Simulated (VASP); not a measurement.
# Hf (Im-3m) in VASP: a series of runs

Hf is run at these levels: PBE; tasks: single point.

Program: VASP 6.6.1. These are calculated values, not measurements. Logs are shortened: lines on timing, memory, paths and dates and some standing lists are left out, and cuts for length are marked.

**1. The cell of the first run**

Symmetry: Im-3m, No. 229, cubic system. The conventional cell has a = 3.610 Å, b = 3.610 Å, c = 3.610 Å, α = 90.00°, β = 90.00°, γ = 90.00°. Within 4.1 Å of Hf (site symmetry m-3m) lie 14 Hf at 3.13 to 3.61 Å.

**2. Single point, PBE**

File INCAR:

```
SYSTEM = Hf
PREC     = Accurate       ! precision mode
ENCUT    = 520            ! plane-wave cutoff, eV
EDIFF    = 1E-6           ! SCF threshold, eV
ISMEAR   = -1             ! smearing method
SIGMA    = 0.1            ! smearing width, eV
LREAL    = .FALSE.        ! projectors in reciprocal space
LASPH    = .TRUE.         ! aspherical terms in the spheres
NELM     = 60             ! most SCF steps
ALGO     = Normal         ! electronic algorithm
ISIF     = 2              ! what is computed and relaxed
LWAVE    = .FALSE.        ! write WAVECAR
LCHARG   = .FALSE.        ! write CHGCAR
GGA      = PE             ! functional
NBANDS   = 11             ! bands
```

File KPOINTS:

```
Automatic mesh
0
G
  3 3 3
  0 0 0
```

File POSCAR:

```
Hf
1.0
   -1.8050000000      1.8050000000      1.8050000000
    1.8050000000     -1.8050000000      1.8050000000
    1.8050000000      1.8050000000     -1.8050000000
Hf
1
Direct
    0.0000000000      0.0000000000      0.0000000000
```

Potentials or basis: VASP PAW PBE potentials, release 64 (Hf_pv).

On the command line:

```console
cat potpaw_PBE.64/Hf_pv/POTCAR > POTCAR
mpirun -np 1 vasp_std > vasp.out
```

OUTCAR:

```text
SYSTEM = Hf
   PREC = Accurate
   ENCUT = 520
   EDIFF = 1E-6
   ISMEAR = -1
   LREAL = .FALSE.
   LASPH = .TRUE.
   NELM = 60
   ISIF = 2
   GGA = PE

 ion  position               nearest neighbor table
   1  0.000  0.000  0.000-

  LATTYP: Found a body centered cubic cell.
 ALAT       =     3.6100000000

  Lattice vectors:

 A1 = (  -1.8050000000,   1.8050000000,   1.8050000000)
 A2 = (   1.8050000000,  -1.8050000000,   1.8050000000)
 A3 = (   1.8050000000,   1.8050000000,  -1.8050000000)

Analysis of symmetry for initial positions (statically):
=====================================================================
 Subroutine PRICEL returns:
 Original cell was already a primitive cell.

 Routine SETGRP: Setting up the symmetry group for a
 body centered cubic supercell.

 Subroutine GETGRP returns: Found 48 space group operations
 (whereof 48 operations were pure point group operations)
 out of a pool of 48 trial point group operations.

The static configuration has the point symmetry O_h .

Analysis of symmetry for dynamics (positions and initial velocities):
=====================================================================
 Subroutine PRICEL returns:
 Original cell was already a primitive cell.

 Routine SETGRP: Setting up the symmetry group for a
 body centered cubic supercell.

 Subroutine GETGRP returns: Found 48 space group operations
 (whereof 48 operations were pure point group operations)
 out of a pool of 48 trial point group operations.

The dynamic configuration has the point symmetry O_h .

 Subroutine INISYM returns: Found 48 space group operations
 (whereof 48 operations are pure point group operations),
 and found     1 'primitive' translations

----------------------------------------------------------------------------------------

                                     Primitive cell

  volume of cell :      23.5229

  direct lattice vectors                    reciprocal lattice vectors
    -1.805000000  1.805000000  1.805000000     0.000000000  0.277008310  0.277008310
     1.805000000 -1.805000000  1.805000000     0.277008310  0.000000000  0.277008310
     1.805000000  1.805000000 -1.805000000     0.277008310  0.277008310  0.000000000

  length of vectors
     3.126351708  3.126351708  3.126351708     0.391748909  0.391748909  0.391748909

  position of ions in fractional coordinates (direct lattice)
     0.000000000  0.000000000  0.000000000

  ion indices of the primitive-cell ions
   primitive index   ion index
                 1           1

----------------------------------------------------------------------------------------

 KPOINTS: Automatic mesh

Automatic generation of k-mesh.
 Grid dimensions read from file:
 generate k-points for:    3    3    3

 Generating k-lattice:

  Cartesian coordinates                     Fractional coordinates (reciprocal lattice)
     0.000000000  0.092336103  0.092336103     0.333333333  0.000000000  0.000000000
     0.092336103  0.000000000  0.092336103     0.000000000  0.333333333  0.000000000
     0.092336103  0.092336103  0.000000000     0.000000000  0.000000000  0.333333333

  Length of vectors
     0.130582970  0.130582970  0.130582970

  Shift w.r.t. Gamma in fractional coordinates (k-lattice)
     0.000000000  0.000000000  0.000000000

 Subroutine IBZKPT returns following result:
 ===========================================

 Found      4 irreducible k-points:

 Following reciprocal coordinates:
            Coordinates               Weight
  0.000000  0.000000  0.000000      1.000000
  0.333333  0.000000  0.000000     12.000000
  0.333333  0.333333  0.000000      8.000000
 -0.333333  0.333333  0.333333      6.000000
   k-points           NKPTS =      4   k-points in BZ     NKDIM =      4   number of bands    NBANDS=     11
   number of dos      NEDOS =    301   number of ions     NIONS =      1
   total plane-waves  NPLWV =  13824
   dimension x,y,z NGX =    24 NGY =   24 NGZ =   24
   dimension x,y,z NGXF=    48 NGYF=   48 NGZF=   48
   ions per type =               1
   NGX,Y,Z   is equivalent  to a cutoff of  12.76, 12.76, 12.76 a.u.
   NGXF,Y,Z  is equivalent  to a cutoff of  25.52, 25.52, 25.52 a.u.
 SYSTEM =  Hf
   PREC   = accura    normal or accurate (medium, high low for compatibility)
   ISTART =      0    job   : 0-new  1-cont  2-samecut
   ICHARG =      2    charge: 1-file 2-atom 10-const
   ISPIN  =      1    spin polarized calculation?
   LNONCOLLINEAR =      F non collinear calculations
   LSORBIT =      F    spin-orbit coupling
   LASPH  =      T    aspherical Exc in radial PAW
   ENCUT  =  520.0 eV  38.22 Ry    6.18 a.u.   5.81  5.81  5.81*2*pi/ulx,y,z
   NELM   =     60;   NELMIN=  2; NELMDL= -5     # of ELM steps
   EDIFF  = 0.1E-05   stopping-criterion for ELM
   LREAL  =      F    real-space projection
   EDIFFG = 0.1E-04   stopping-criterion for IOM
   NSW    =      0    number of steps for IOM
   IBRION =     -1    ionic relax: 0-MD 1-quasi-New 2-CG
   NFREE  =      0    steps in history (QN), initial steepest desc. (CG)
   ISIF   =      2    stress and relaxation
   ISYM   =      2    0-nonsym 1-usesym 2-fastsym
   POTIM  = 0.5000    time-step for ionic-motion
   TEBEG  =    0.0;   TEEND  =   0.0 temperature during run
   PSTRESS=    0.0 pullay stress
   NELECT =      10.0000    total number of electrons
   NUPDOWN=      -1.0000    fix difference up-down
   EMIN   =  10.00;   EMAX   =-10.00  energy-range for DOS
   EFERMI =   0.00;   METHOD = LEGACY
   ISMEAR =    -1;   SIGMA  =   0.10  broadening in eV -4-tet -1-fermi 0-gaus
   EFERMI_NEDOS =   21; number of points for ismear=-14 and -15
   IALGO  =     38    algorithm
   IMIX   =      4    mixing-type and parameters
     AMIX     =   0.40;   BMIX     =  1.00
     AMIX_MAG =   1.60;   BMIX_MAG =  1.00
  volume/ion in A,a.u.               =      23.52       158.74
  Fermi-wavevector in a.u.,A,eV,Ry     =   1.230961  2.326179 20.616432  1.515265
  Thomas-Fermi vector in A             =   2.365789
   LORBIT       =      0    0 simple, 1 ext, 2 COOP (PROOUT), +10 PAW based schemes
   GGA     = PE    functional components
   LHFCALC =     F    Hartree Fock is set to
   AEXX    =    0.0000 exact exchange contribution
   IVDW    =     0    specifies the selected vdW correction
   LEPSILON=     F    determine dielectric tensor
   LRPA    =     F    only Hartree local field effects (RPA)
 non-spin polarized calculation
  energy-cutoff  :      520.00
  volume of cell :       23.52
 maximum number of plane-waves:       640
   NGX = 11   NGY = 11   NGZ = 11

 number of electron      10.0000001 magnetization

 Free energy of the ion-electron system (eV)
  ---------------------------------------------------
  ext. energy  EPLUGINS =         0.00000000
  ---------------------------------------------------
  free energy    TOTEN  =        -9.77127401 eV

  energy without entropy =       -9.69268272  energy(sigma->0) =       -9.73197837

 E-fermi :   4.1651     XC(G=0): -11.0618

 val. band max:        3.6970348120   @ k =   0.3333   0.3333   0.0000
 cond. band min:       4.2070743234   @ k =   0.3333   0.0000   0.0000
 fundamental gap:      0.5100395114
 Fermi energy:         4.1650920232

 k-point     1 :       0.0000    0.0000    0.0000
  band No.  band energies     occupation
      1     -25.8188      2.00000
      2     -25.8188      2.00000
      3     -25.8188      2.00000
      4      -2.6298      2.00000
      5       5.7144      0.00000
      6       5.7144      0.00000
      7       5.7144      0.00000
      8       8.3511      0.00000
      9       8.3511      0.00000
     10      17.2927      0.00000
     11      17.2927      0.00000

 k-point     2 :       0.3333    0.0000    0.0000
  band No.  band energies     occupation
      1     -26.3420      2.00000
      2     -25.9893      2.00000
      3     -25.8203      2.00000
      4       0.2638      2.00000
      5       4.2071      0.79312
      6       4.5049      0.06472
      7       8.1221      0.00000
      8       8.7149      0.00000
      9       9.1711      0.00000
     10      15.9804      0.00000
     11      15.9904      0.00000

 k-point     3 :       0.3333    0.3333    0.0000
  band No.  band energies     occupation
      1     -26.2950      2.00000
      2     -26.2950      2.00000
      3     -25.9061      2.00000
      4       2.7924      2.00000
      5       3.6970      1.98162
      6       3.6970      1.98162
      7       8.7350      0.00000
      8       8.7350      0.00000
      9      11.0516      0.00000
     10      14.3529      0.00000
     11      14.3529      0.00000

 k-point     4 :      -0.3333    0.3333    0.3333
  band No.  band energies     occupation
      1     -26.2741      2.00000
      2     -26.1794      2.00000
      3     -26.1794      2.00000
      4       2.1772      2.00000
      5       2.9568      1.99999
      6       6.9202      0.00000
      7       6.9202      0.00000
      8       8.4147      0.00000
      9       8.9865      0.00000
     10      16.9302      0.00000
     11      16.9303      0.00000

------------------------ aborting loop because EDIFF is reached ----------------------------------------

  FORCE on cell =-STRESS in cart. coord.  units (eV):
  Direction    XX          YY          ZZ          XY          YZ          ZX
  --------------------------------------------------------------------------------------
  -------------------------------------------------------------------------------------
  Total       -0.7181317     -0.7181317     -0.7181317      0.0000000      0.0000000      0.0000000
  in kB      -48.9128614    -48.9128614    -48.9128614      0.0000000      0.0000000      0.0000000
  external PRESSURE =     -48.9128614 kB  Pullay stress =       0.0000000 kB

 VOLUME and BASIS-vectors are now :
 -----------------------------------------------------------------------------
  energy-cutoff  :      520.00
  volume of cell :       23.52
      direct lattice vectors                 reciprocal lattice vectors
    -1.805000000  1.805000000  1.805000000     0.000000000  0.277008310  0.277008310
     1.805000000 -1.805000000  1.805000000     0.277008310  0.000000000  0.277008310
     1.805000000  1.805000000 -1.805000000     0.277008310  0.277008310  0.000000000

 POSITION                                       TOTAL-FORCE (eV/Angst)
 -----------------------------------------------------------------------------------
      0.00000      0.00000      0.00000         0.000000      0.000000      0.000000
 -----------------------------------------------------------------------------------
    total drift:                                0.000000      0.000000     -0.000000

  FREE ENERGIE OF THE ION-ELECTRON SYSTEM (eV)
  ---------------------------------------------------
  free  energy   TOTEN  =        -9.7712740121 eV

  energy  without entropy=       -9.6926827206  energy(sigma->0) =       -9.73197837
```

Wall time 2 s (1 thread of Intel Xeon 6975P-C (Granite Rapids), shared host); peak memory 0.12 GiB.

Results:

| Property | Result |
| --- | --- |
| Free energy | -9.7713 eV |
| Pressure | -4.9 GPa |
| Band gap on the k mesh | zero (band 5 reaches 5.71 eV, above the bottom of band 6 at 3.70 eV) |

Levels at points of the mesh, in eV from the Fermi level:
```csv
k point,band 1,band 2,band 3,band 4,band 5,band 6,band 7,band 8
"(0.00, 0.00, 0.00)",-29.98,-29.98,-29.98,-6.79,1.55,1.55,1.55,4.19
```

Caveat: the k points lie up to 0.82 Å⁻¹ apart; spin-orbit coupling is left out, which moves the levels of the heavy elements.

**3. Single point, PBE**

File INCAR:

```
ALGO     = Normal         # electronic algorithm
EDIFF    = 1E-6           # SCF threshold, eV
ENCUT    = 520            # plane-wave cutoff, eV
GGA      = PE             # functional
ISIF     = 2              # what is computed and relaxed
ISMEAR   = -1             # smearing method
LASPH    = T              # aspherical terms in the spheres
LCHARG   = F              # write CHGCAR
LREAL    = F              # projectors in reciprocal space
LWAVE    = F              # write WAVECAR
NBANDS   = 11             # bands
NELM     = 80             # most SCF steps
PREC     = Accurate       # precision mode
SIGMA    = 0.1            # smearing width, eV
```

File KPOINTS:

```
k-points
0
Gamma
  7 7 7
```

POSCAR is that of step 2.

Potentials or basis: VASP PAW PBE potentials, release 64 (Hf_pv).

On the command line:

```console
cat potpaw_PBE.64/Hf_pv/POTCAR > POTCAR
mpirun -np 1 vasp_std > vasp.out
```

Wall time 3 s (1 thread of Intel Xeon 6975P-C (Granite Rapids), shared host); peak memory 0.13 GiB.

Results (log left out):

| Item | Value |
| --- | --- |
| Free energy | -9.7511 eV |
| Pressure | -4.4 GPa |
| Band gap on the k mesh | zero (band 5 reaches 5.72 eV, above the bottom of band 6 at 3.73 eV) |

Levels at points of the mesh, in eV from the Fermi level:
| k point | band 1 | band 2 | band 3 | band 4 | band 5 | band 6 | band 7 | band 8 | band 9 | band 10 |
| --- | --- | --- | --- | --- | --- | --- | --- | --- | --- | --- |
| (0.00, 0.00, 0.00) | -30.04 | -30.04 | -30.04 | -6.87 | 1.49 | 1.49 | 1.49 | 4.12 | 4.12 | 13.05 |

Caveat: spin-orbit coupling is left out, which moves the levels of the heavy elements.
